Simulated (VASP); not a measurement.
# As (R-3m) in VASP: further runs

As is run at these levels: PBE; tasks: single point.

Program: VASP 6.6.1. These are calculated values, not measurements. Logs are shortened: lines on timing, memory, paths and dates and some standing lists are left out, and cuts for length are marked.

## Step 1: The cell of the first run

Symmetry: R-3m, No. 166, trigonal system. The conventional cell has a = 3.683 Å, b = 3.683 Å, c = 10.246 Å, α = 90.00°, β = 90.00°, γ = 120.00°. Within 3.3 Å of As (site symmetry 3m) lie 6 As at 2.47 to 3.04 Å.

## Step 2: Single point, PBE (20.06 Å³/atom)

Contents of INCAR:

```
ALGO = Normal
EDIFF = 1E-7
ENCUT = 520
GGA = PE
ISIF = 2
ISMEAR = -1
LASPH = T
LCHARG = F
LREAL = F
LWAVE = F
NBANDS = 12
NELM = 80
PREC = Accurate
SIGMA = 0.05
```

Contents of KPOINTS:

```
k-points
0
Gamma
  13 13 13
```

Contents of POSCAR:

```
As
1.0
    1.8417028838      1.0633076557      3.4152171905
   -1.8417028838      1.0633076557      3.4152171905
    0.0000000000     -2.1266153114      3.4152171905
As
2
Direct
    0.2275400000      0.2275400000      0.2275400000
    0.7724600000      0.7724600000      0.7724600000
```

Potentials or basis: VASP PAW PBE potentials, release 64 (As).

Command:

```bash
cat potpaw_PBE.64/As/POTCAR > POTCAR
mpirun -np 1 vasp_std > vasp.out
```

OUTCAR:

```text
EDIFF = 1E-7
   ENCUT = 520
   GGA = PE
   ISIF = 2
   ISMEAR = -1
   LASPH = T
   LREAL = F
   NELM = 80
   PREC = Accurate

 ion  position               nearest neighbor table
   1  0.228  0.228  0.228-   2 2.47   2 2.47   2 2.47
   2  0.772  0.772  0.772-   1 2.47   1 2.47   1 2.47

  LATTYP: Found a trigonal (rhomboedric) cell.
 ALAT       =     4.0232078173
 COS(alpha) =     0.5808936906

  Lattice vectors:

 A1 = (   1.8417028838,   1.0633076557,   3.4152171905)
 A2 = (  -1.8417028838,   1.0633076557,   3.4152171905)
 A3 = (   0.0000000000,  -2.1266153114,   3.4152171905)

Analysis of symmetry for initial positions (statically):
=====================================================================
 Subroutine PRICEL returns:
 Original cell was already a primitive cell.

 Routine SETGRP: Setting up the symmetry group for a
 trigonal (rhombohedral) supercell.

 Subroutine GETGRP returns: Found 12 space group operations
 (whereof 12 operations were pure point group operations)
 out of a pool of 12 trial point group operations.

The static configuration has the point symmetry D_3d.

Analysis of symmetry for dynamics (positions and initial velocities):
=====================================================================
 Subroutine PRICEL returns:
 Original cell was already a primitive cell.

 Routine SETGRP: Setting up the symmetry group for a
 trigonal (rhombohedral) supercell.

 Subroutine GETGRP returns: Found 12 space group operations
 (whereof 12 operations were pure point group operations)
 out of a pool of 12 trial point group operations.

The dynamic configuration has the point symmetry D_3d.

 Subroutine INISYM returns: Found 12 space group operations
 (whereof 12 operations are pure point group operations),
 and found     1 'primitive' translations

----------------------------------------------------------------------------------------

                                     Primitive cell

  volume of cell :      40.1281

  direct lattice vectors                    reciprocal lattice vectors
     1.841702884  1.063307656  3.415217190     0.271487874  0.156743597  0.097602382
    -1.841702884  1.063307656  3.415217190    -0.271487874  0.156743597  0.097602382
     0.000000000 -2.126615311  3.415217190     0.000000000 -0.313487194  0.097602382

  length of vectors
     4.023207817  4.023207817  4.023207817     0.328329782  0.328329782  0.328329782

  position of ions in fractional coordinates (direct lattice)
     0.227540000  0.227540000  0.227540000
     0.772460000  0.772460000  0.772460000

  ion indices of the primitive-cell ions
   primitive index   ion index
                 1           1
                 2           2

----------------------------------------------------------------------------------------

 KPOINTS: k-points

Automatic generation of k-mesh.
 Grid dimensions read from file:
 generate k-points for:   13   13   13

 Generating k-lattice:

  Cartesian coordinates                     Fractional coordinates (reciprocal lattice)
     0.020883683  0.012057200  0.007507876     0.076923077  0.000000000  0.000000000
    -0.020883683  0.012057200  0.007507876     0.000000000  0.076923077  0.000000000
     0.000000000 -0.024114400  0.007507876     0.000000000  0.000000000  0.076923077

  Length of vectors
     0.025256137  0.025256137  0.025256137

  Shift w.r.t. Gamma in fractional coordinates (k-lattice)
     0.000000000  0.000000000  0.000000000

 Subroutine IBZKPT returns following result:
 ===========================================

 Found    231 irreducible k-points:

 Following reciprocal coordinates:
            Coordinates               Weight
  0.000000  0.000000  0.000000      1.000000
  0.076923  0.000000 -0.000000      6.000000
  0.153846  0.000000  0.000000      6.000000
  0.230769  0.000000  0.000000      6.000000
  0.307692  0.000000  0.000000      6.000000
  0.384615  0.000000 -0.000000      6.000000
[... 16 lines left out ...]
  0.384615  0.153846 -0.000000     12.000000
  0.461538  0.153846  0.000000     12.000000
 [... further k-points ...]
   k-points           NKPTS =    231   k-points in BZ     NKDIM =    231   number of bands    NBANDS=     12
   number of dos      NEDOS =    301   number of ions     NIONS =      2
   total plane-waves  NPLWV =  27000
   dimension x,y,z NGX =    30 NGY =   30 NGZ =   30
   dimension x,y,z NGXF=    60 NGYF=   60 NGZF=   60
   ions per type =               2
   NGX,Y,Z   is equivalent  to a cutoff of  12.40, 12.40, 12.40 a.u.
   NGXF,Y,Z  is equivalent  to a cutoff of  24.79, 24.79, 24.79 a.u.
 SYSTEM =  unknown system
   PREC   = accura    normal or accurate (medium, high low for compatibility)
   ISTART =      0    job   : 0-new  1-cont  2-samecut
   ICHARG =      2    charge: 1-file 2-atom 10-const
   ISPIN  =      1    spin polarized calculation?
   LNONCOLLINEAR =      F non collinear calculations
   LSORBIT =      F    spin-orbit coupling
   LASPH  =      T    aspherical Exc in radial PAW
   ENCUT  =  520.0 eV  38.22 Ry    6.18 a.u.   7.48  7.48  7.48*2*pi/ulx,y,z
   NELM   =     80;   NELMIN=  2; NELMDL= -5     # of ELM steps
   EDIFF  = 0.1E-06   stopping-criterion for ELM
   LREAL  =      F    real-space projection
   EDIFFG = 0.1E-05   stopping-criterion for IOM
   NSW    =      0    number of steps for IOM
   IBRION =     -1    ionic relax: 0-MD 1-quasi-New 2-CG
   NFREE  =      0    steps in history (QN), initial steepest desc. (CG)
   ISIF   =      2    stress and relaxation
   ISYM   =      2    0-nonsym 1-usesym 2-fastsym
   POTIM  = 0.5000    time-step for ionic-motion
   TEBEG  =    0.0;   TEEND  =   0.0 temperature during run
   PSTRESS=    0.0 pullay stress
   NELECT =      10.0000    total number of electrons
   NUPDOWN=      -1.0000    fix difference up-down
   EMIN   =  10.00;   EMAX   =-10.00  energy-range for DOS
   EFERMI =   0.00;   METHOD = LEGACY
   ISMEAR =    -1;   SIGMA  =   0.05  broadening in eV -4-tet -1-fermi 0-gaus
   EFERMI_NEDOS =   21; number of points for ismear=-14 and -15
   IALGO  =     38    algorithm
   IMIX   =      4    mixing-type and parameters
     AMIX     =   0.40;   BMIX     =  1.00
     AMIX_MAG =   1.60;   BMIX_MAG =  1.00
  volume/ion in A,a.u.               =      20.06       135.40
  Fermi-wavevector in a.u.,A,eV,Ry     =   1.030209  1.946813 14.440288  1.061331
  Thomas-Fermi vector in A             =   2.164296
   LORBIT       =      0    0 simple, 1 ext, 2 COOP (PROOUT), +10 PAW based schemes
   GGA     = PE    functional components
   LHFCALC =     F    Hartree Fock is set to
   AEXX    =    0.0000 exact exchange contribution
   IVDW    =     0    specifies the selected vdW correction
   LEPSILON=     F    determine dielectric tensor
   LRPA    =     F    only Hartree local field effects (RPA)
 non-spin polarized calculation
  energy-cutoff  :      520.00
  volume of cell :       40.13
 maximum number of plane-waves:      1099
 NGX is ok and might be reduce to    30
   NGX = 15   NGY = 15   NGZ = 15

 number of electron      10.0000000 magnetization

 Free energy of the ion-electron system (eV)
  ---------------------------------------------------
  ext. energy  EPLUGINS =         0.00000000
  ---------------------------------------------------
  free energy    TOTEN  =        -9.21091640 eV

  energy without entropy =       -9.20948043  energy(sigma->0) =       -9.21019841

 E-fermi :   6.3981     XC(G=0): -10.2837

 val. band max:        6.3830796373   @ k =   0.4615   0.0769   0.0769
 cond. band min:       6.4373928959   @ k =   0.3846   0.1538   0.1538
 fundamental gap:      0.0543132587
 Fermi energy:         6.3981264055

 k-point     1 :       0.0000    0.0000    0.0000
  band No.  band energies     occupation
      1      -9.4014      2.00000
      2       0.8473      2.00000
      3       3.5241      2.00000
      4       4.1219      2.00000
      5       4.1219      2.00000
      6       8.0337      0.00000
      7       9.3346      0.00000
      8       9.3346      0.00000
      9      13.0232      0.00000
     10      13.0232      0.00000
     11      13.5577      0.00000
     12      15.0037      0.00000

 k-point     2 :       0.0769    0.0000   -0.0000
  band No.  band energies     occupation
      1      -9.3165      2.00000
      2       0.4856      2.00000
      3       3.5763      2.00000
      4       4.0578      2.00000
      5       4.1018      2.00000
      6       8.2275      0.00000
      7       9.1632      0.00000
      8       9.2627      0.00000
      9      12.4311      0.00000
     10      12.8848      0.00000
     11      13.0492      0.00000
     12      15.6202      0.00000

 k-point     3 :       0.1538    0.0000    0.0000
  band No.  band energies     occupation
      1      -9.0630      2.00000
      2      -0.4152      2.00000
      3       3.4841      2.00000
      4       3.8940      2.00000
      5       4.3095      2.00000
      6       8.2526      0.00000
      7       8.8829      0.00000
      8       8.9854      0.00000
      9      11.8605      0.00000
     10      12.6436      0.00000
     11      13.0132      0.00000
     12      16.9561      0.00000
[... 286 lines left out ...]
 k-point    23 :       0.3846    0.1538   -0.0000
  band No.  band energies     occupation
      1      -7.6599      2.00000
      2      -3.1140      2.00000
      3       2.0040      2.00000
      4       2.5240      2.00000
      5       4.4503      2.00000
      6       8.2438      0.00000
      7       8.8038      0.00000
      8       9.2858      0.00000
      9      11.7092      0.00000
     10      15.1660      0.00000
     11      16.9089      0.00000
     12      18.0890      0.00000

 k-point    24 :       0.4615    0.1538    0.0000
  band No.  band energies     occupation
      1      -6.9400      2.00000
      2      -4.1847      2.00000
      3       1.7702      2.00000
      4       2.5847      2.00000
      5       4.2997      2.00000
      6       8.0298      0.00000
      7       8.2092      0.00000
      8       9.3733      0.00000
      9      12.9624      0.00000
     10      15.9999      0.00000
     11      16.6595      0.00000
     12      18.6030      0.00000

 [... further k-points ...]

------------------------ aborting loop because EDIFF is reached ----------------------------------------

  FORCE on cell =-STRESS in cart. coord.  units (eV):
  Direction    XX          YY          ZZ          XY          YZ          ZX
  --------------------------------------------------------------------------------------
  -------------------------------------------------------------------------------------
  Total        2.7172182      2.7172182      1.9747594     -0.0000000      0.0000000      0.0000000
  in kB      108.4893270    108.4893270     78.8454573     -0.0000000      0.0000000      0.0000000
  external PRESSURE =      98.6080371 kB  Pullay stress =       0.0000000 kB

 VOLUME and BASIS-vectors are now :
 -----------------------------------------------------------------------------
  energy-cutoff  :      520.00
  volume of cell :       40.13
      direct lattice vectors                 reciprocal lattice vectors
     1.841702884  1.063307656  3.415217190     0.271487874  0.156743597  0.097602382
    -1.841702884  1.063307656  3.415217190    -0.271487874  0.156743597  0.097602382
     0.000000000 -2.126615311  3.415217190     0.000000000 -0.313487194  0.097602382

 POSITION                                       TOTAL-FORCE (eV/Angst)
 -----------------------------------------------------------------------------------
      0.00000      0.00000      2.33130         0.000000     -0.000000      0.749784
      0.00000      0.00000      7.91436         0.000000      0.000000     -0.749784
 -----------------------------------------------------------------------------------
    total drift:                               -0.000000      0.000000     -0.000000

  FREE ENERGIE OF THE ION-ELECTRON SYSTEM (eV)
  ---------------------------------------------------
  free  energy   TOTEN  =        -9.2109164010 eV

  energy  without entropy=       -9.2094804259  energy(sigma->0) =       -9.21019841
```

Wall time 3.4 min (1 thread of AMD EPYC 7R13, shared host); peak memory 0.21 GiB.

What came out:

```yaml
Free_energy: -9.2109 eV
Pressure: 9.9 GPa
Largest_force: 0.750 eV/Å
Band_gap_on_the_k_mesh: zero (bands 5 and 6 overlap by 0.37 eV)
```

Forces on the atoms (eV/Å):
```
As   0.000  0.000  0.750
As   0.000  0.000 -0.750
```

Stress tensor (GPa, compression positive):
```
10.85  0.00  0.00
 0.00 10.85  0.00
 0.00  0.00  7.88
```

Levels at points of the mesh, in eV from the Fermi level:
```tsv
k point	band 2	band 3	band 4	band 5	band 6	band 7	band 8	band 9
(0.00, 0.00, 0.00)	-5.55	-2.87	-2.28	-2.28	1.64	2.94	2.94	6.63
```

Caveat: the cell stands under pressure.

## Step 3: Single point, PBE (20.91 Å³/atom)

This run uses another cell than the first one, of 20.91 Å³/atom.

Contents of INCAR:

```
  ALGO = Normal
  EDIFF = 1E-6
  ENCUT = 520
  GGA = PE
  ISIF = 2
  ISMEAR = -1
  LASPH = T
  LCHARG = F
  LREAL = F
  LWAVE = F
  NBANDS = 12
  NELM = 60
  PREC = Accurate
  SIGMA = 0.05
```

KPOINTS is that of step 2.

Contents of POSCAR:

```
As
1.0
    1.8671333092      1.0779899187      3.4623748656
   -1.8671333092      1.0779899187      3.4623748656
    0.0000000000     -2.1559798374      3.4623748656
As
2
Direct
    0.2275400000      0.2275400000      0.2275400000
    0.7724600000      0.7724600000      0.7724600000
```

Potentials or basis: VASP PAW PBE potentials, release 64 (As).

Command:

```bash
cat potpaw_PBE.64/As/POTCAR > POTCAR
mpirun -np 1 vasp_std > vasp.out
```

OUTCAR:

```text
EDIFF = 1E-6
   ENCUT = 520
   GGA = PE
   ISIF = 2
   ISMEAR = -1
   LASPH = T
   LREAL = F
   NELM = 60
   PREC = Accurate

 ion  position               nearest neighbor table
   1  0.228  0.228  0.228-   2 2.50   2 2.50   2 2.50
   2  0.772  0.772  0.772-   1 2.50   1 2.50   1 2.50

  LATTYP: Found a trigonal (rhomboedric) cell.
 ALAT       =     4.0787606903
 COS(alpha) =     0.5808936906

  Lattice vectors:

[... 544 lines left out ...]
     12      17.9049      0.00000

 [... further k-points ...]

------------------------ aborting loop because EDIFF is reached ----------------------------------------

  FORCE on cell =-STRESS in cart. coord.  units (eV):
  Direction    XX          YY          ZZ          XY          YZ          ZX
  --------------------------------------------------------------------------------------
  -------------------------------------------------------------------------------------
  Total        1.6416340      1.6416340      1.1973760      0.0000000      0.0000000      0.0000000
  in kB       62.9030296     62.9030296     45.8802484      0.0000000      0.0000000      0.0000000
  external PRESSURE =      57.2287692 kB  Pullay stress =       0.0000000 kB

 VOLUME and BASIS-vectors are now :
 -----------------------------------------------------------------------------
  energy-cutoff  :      520.00
  volume of cell :       41.81
      direct lattice vectors                 reciprocal lattice vectors
     1.867133309  1.077989919  3.462374866     0.267790199  0.154608743  0.096273034
    -1.867133309  1.077989919  3.462374866    -0.267790199  0.154608743  0.096273034
     0.000000000 -2.155979837  3.462374866     0.000000000 -0.309217487  0.096273034

 POSITION                                       TOTAL-FORCE (eV/Angst)
 -----------------------------------------------------------------------------------
      0.00000      0.00000      2.36349         0.000000     -0.000000      0.428171
      0.00000      0.00000      8.02364         0.000000      0.000000     -0.428171
 -----------------------------------------------------------------------------------
    total drift:                               -0.000000      0.000000     -0.000000

  FREE ENERGIE OF THE ION-ELECTRON SYSTEM (eV)
  ---------------------------------------------------
  free  energy   TOTEN  =        -9.2920879379 eV

  energy  without entropy=       -9.2910449756  energy(sigma->0) =       -9.29156646
```

OSZICAR:

```text
N       E                     dE             d eps       ncg     rms          rms(c)
DAV:   1     0.290186967496E+02    0.29019E+02   -0.42385E+03  5544   0.698E+02
DAV:   2    -0.768844067726E+01   -0.36707E+02   -0.35135E+02  7332   0.112E+02
DAV:   3    -0.930245807144E+01   -0.16140E+01   -0.16073E+01  7068   0.241E+01
DAV:   4    -0.931010881005E+01   -0.76507E-02   -0.76495E-02  6188   0.187E+00
DAV:   5    -0.931012685414E+01   -0.18044E-04   -0.18044E-04  7028   0.990E-02    0.349E+00
DAV:   6    -0.929787593105E+01    0.12251E-01   -0.61076E-03  6160   0.468E-01    0.211E+00
DAV:   7    -0.929191641681E+01    0.59595E-02   -0.13418E-02  6356   0.717E-01    0.850E-02
DAV:   8    -0.929203974061E+01   -0.12332E-03   -0.45262E-04  6616   0.128E-01    0.334E-02
DAV:   9    -0.929208786852E+01   -0.48128E-04   -0.63843E-05  6624   0.502E-02    0.131E-02
DAV:  10    -0.929208793790E+01   -0.69383E-07   -0.40452E-06  6604   0.114E-02
   1 F= -.92920879E+01 E0= -.92915665E+01  d E =-.104296E-02
```

It took 3.1 min on 1 thread of AMD EPYC 7R13, shared host; peak memory 0.21 GiB.

What came out:

- Free energy: -9.2921 eV
- Pressure: 5.7 GPa
- Largest force: 0.428 eV/Å
- Band gap on the k mesh: zero (bands 5 and 6 overlap by 0.37 eV)

Forces in eV/Å, atoms in the order of the input:
```
As   0.000  0.000  0.428
As   0.000  0.000 -0.428
```

Stress tensor (GPa, compression positive):
```
6.29 0.00 0.00
0.00 6.29 0.00
0.00 0.00 4.59
```

Caveat: the cell stands under pressure.
